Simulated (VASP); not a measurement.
Here is a VASP 6.6.1 calculation.

INCAR

```
SYSTEM = CsOs
ALGO = Normal ; EDIFF = 1E-6
ENCUT = 560 ; GGA = PE
GGA_COMPAT = .False. ; ISIF = 2
ISMEAR = 0 ; LASPH = .True.
LCHARG = .False. ; LREAL = .False.
LWAVE = .False. ; NBANDS = 20
NELM = 120 ; PREC = Accurate
SIGMA = 0.1
```

KPOINTS

```
k-points
0
Gamma
  21 21 21
  0 0 0
```

The input POSCAR:

```
CsOs
1.0
    1.5388215615      0.8884390428      6.1509060348
   -1.5388215615      0.8884390428      6.1509060348
    0.0000000000     -1.7768780856      6.1509060348
Cs Os
1 1
Direct
    0.5000000000      0.5000000000      0.5000000000
    0.0000000000      0.0000000000      0.0000000000
```

Potentials or basis: VASP PAW PBE potentials, release 64 (Cs_sv, Os_sv_GW).

Launch:

```sh
$ cat potpaw_PBE.64/Cs_sv/POTCAR potpaw_PBE.64/Os_sv_GW/POTCAR > POTCAR
$ mpirun -np 1 vasp_std > vasp.out
```

(1) What does it give for the pressure?

(2) What does it give for the band gap on the k mesh?

## Answers

(1) 0.3 GPa.

(2) zero (an odd number of electrons rules out a gap without spin polarisation).

Caveat: spin-orbit coupling is left out, which moves the levels of the heavy elements.
